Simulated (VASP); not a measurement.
Wanted: the native input for a VASP 6.6.1 run.

| Quantity | Value |
| --- | --- |
| Task | single point |
| Functional | PBE |
| Potentials or basis | VASP PAW PBE potentials, release 64 (Ge_d, N) |
| Cutoff | 520 eV |
| k mesh | 4 × 4 × 4 |
| Occupations | gaussian, width 0.1 eV |
| Spin | no spin polarisation |
| Dipole correction | no |
| Further INCAR settings | ALGO = Normal; EDIFF = 1e-07; NBANDS = 32 |

The structure of Ge3N lies in POSCAR:

```
Ge3N
1.0
    0.0000000000      3.3798713500      3.3798713500
    3.3798713500      0.0000000000      3.3798713500
    3.3798713500      3.3798713500      0.0000000000
Ge N
3 1
Direct
    0.2500000000      0.2500000000      0.2500000000
    0.7500000000      0.7500000000      0.7500000000
    0.5000000000      0.5000000000      0.5000000000
    0.0000000000      0.0000000000      0.0000000000
```

The cell was built from a structure type or drawn by symmetry, and may not be a known phase.

One way to write it, as run:

INCAR

```
PREC = Accurate
ENCUT = 520
EDIFF = 1E-7
ISMEAR = 0
SIGMA = 0.1
LREAL = F
LASPH = T
NELM = 80
ALGO = Normal
ISIF = 2
LWAVE = F
LCHARG = F
GGA = PE
NBANDS = 32
```

KPOINTS

```
regular mesh
0
Gamma
  4 4 4
```

Potentials or basis: VASP PAW PBE potentials, release 64 (Ge_d, N).

Launch:

```sh
$ cat potpaw_PBE.64/Ge_d/POTCAR potpaw_PBE.64/N/POTCAR > POTCAR
$ mpirun -np 1 vasp_std > vasp.out
```

Results of the run:

The pressure is -12.1 GPa. The band gap on the k mesh is zero (an odd number of electrons rules out a gap without spin polarisation).

Caveat: the k points lie up to 0.40 Å⁻¹ apart, too coarse for converged energies and pressures of a metal.

It took 57 s on 1 thread of Intel Xeon 8259CL (shared host), peak memory 0.21 GiB.
